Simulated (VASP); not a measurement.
A run of VASP 6.6.1 is set up as follows.

File INCAR:

```
SYSTEM = Y
PREC = Accurate ; ENCUT = 520
EDIFF = 1E-6 ; ISMEAR = -1
SIGMA = 0.08 ; LREAL = .FALSE.
LASPH = .TRUE. ; NELM = 80
ALGO = Normal ; ISIF = 2
LWAVE = .FALSE. ; LCHARG = .FALSE.
GGA = CA ; NBANDS = 12
```

File KPOINTS:

```
Automatic mesh
0
G
  13 13 13
  0 0 0
```

File POSCAR:

```
Y
1.0
    0.0000000000      2.4523666429      2.4523666429
    2.4523666429      0.0000000000      2.4523666429
    2.4523666429      2.4523666429      0.0000000000
Y
1
Direct
    0.0000000000      0.0000000000      0.0000000000
```

Potentials or basis: VASP PAW LDA potentials, release 64 (Y_sv).

The run is started by

```sh
$ cat potpaw_LDA.64/Y_sv/POTCAR > POTCAR
$ mpirun -np 1 vasp_std > vasp.out
```

Problem. Estimate the band gap on the k mesh.

Solution. Zero (an odd number of electrons rules out a gap without spin polarisation).

Problem. Predict the pressure.

Solution. -0.2 GPa.
